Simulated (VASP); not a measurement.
Wanted: the native input for a VASP 6.6.1 run.

* Task: single point
* Functional: LDA
* Potentials or basis: VASP PAW LDA potentials, release 64 (Zn, O_h)
* Cutoff: 1340 eV
* k mesh: 12 × 12 × 12
* Occupations: gaussian, width 0.05 eV
* Spin: no spin polarisation
* Dipole correction: no
* Further INCAR settings: ALGO = Normal; EDIFF = 1e-06; NBANDS = 16

The structure of ZnO lies in POSCAR:

```
ZnO
1.0
    0.0000000000      1.9328503959      2.7330504598
    1.9328503959      0.0000000000      2.7330504598
    1.9328503959      1.9328503959      0.0000000000
Zn O
1 1
Direct
    0.0000000000      0.0000000000      0.0000000000
    0.5000000000      0.5000000000      0.5000000000
```

This cell differs from its parent crystal: ratio of the length along z to the lengths across it x 1.414, volume and fractional coordinates fixed.

One way to write it, as run:

INCAR

```
SYSTEM = ZnO
ALGO = Normal
EDIFF = 1E-6
ENCUT = 1340
GGA_COMPAT = .False.
ISIF = 2
ISMEAR = 0
LASPH = .True.
LCHARG = .True.
LELF = .True.
LREAL = .False.
LVHAR = .True.
LWAVE = .False.
NBANDS = 16
NELM = 120
PREC = Accurate
SIGMA = 0.05
```

KPOINTS

```
k-points
0
Gamma
  12 12 12
  0 0 0
```

Potentials or basis: VASP PAW LDA potentials, release 64 (Zn, O_h).

The run is started by

```console
$ cat potpaw_LDA.64/Zn/POTCAR potpaw_LDA.64/O_h/POTCAR > POTCAR
$ mpirun -np 1 vasp_std > vasp.out
```

Results of the run:

```
Pressure               : 15.6 GPa
Band gap on the k mesh : 0.27 eV (least direct gap 3.10 eV)
```

Caveat: the stress differs along the axes, from -8 to 27 GPa; semilocal functionals underestimate gaps, and a narrow one can read as zero.

Run time: 2.7 min on 1 thread of Intel(R) Xeon(R) Platinum 8259CL CPU @ 2.50GHz (Skylake/Cascade Lake), on a shared host, peak memory 0.35 GiB.
